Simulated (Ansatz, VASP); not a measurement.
Ca: VASP beside Ansatz

```
Ca
1.0
     3.86060    0.00000    0.00000
    -1.93030    3.34338    0.00000
     0.00000    0.00000    6.52000
Ca
2
Cartesian
  0.0000 2.2289 1.6300
  1.9303 1.1145 4.8900
```

Change from the starting cell: strain -0.030 along x and y, +0.000 along z, atoms carried along.

Alike in both runs: task single point; functional LDA; k mesh 15 × 15 × 8; occupations gaussian, width 0.15 eV; no spin polarisation.

|  | VASP | Ansatz |
| --- | --- | --- |
| version | VASP 6.6.1 | Ansatz 0.2.0 |
| potentials or method | VASP PAW LDA potentials, release 64 (Ca_sv), cutoff 520 eV | scalar-relativistic, plane waves, PAW |
| valence electrons in the cell | 20 | 20 |

```csv
,VASP,Ansatz,Ansatz less VASP
gap on the k mesh at the Fermi level (eV),none,none,-
pressure (GPa),-1.6,-1.6,+0.01
"traceless stress, the component that is largest in VASP (GPa)",-0.50,-0.50,-0.001
```

LDA's correlation is that of Perdew and Zunger in VASP and of Perdew and Wang (1992) in Ansatz. A gap of «none» marks a metal or a gap that the smearing closes.
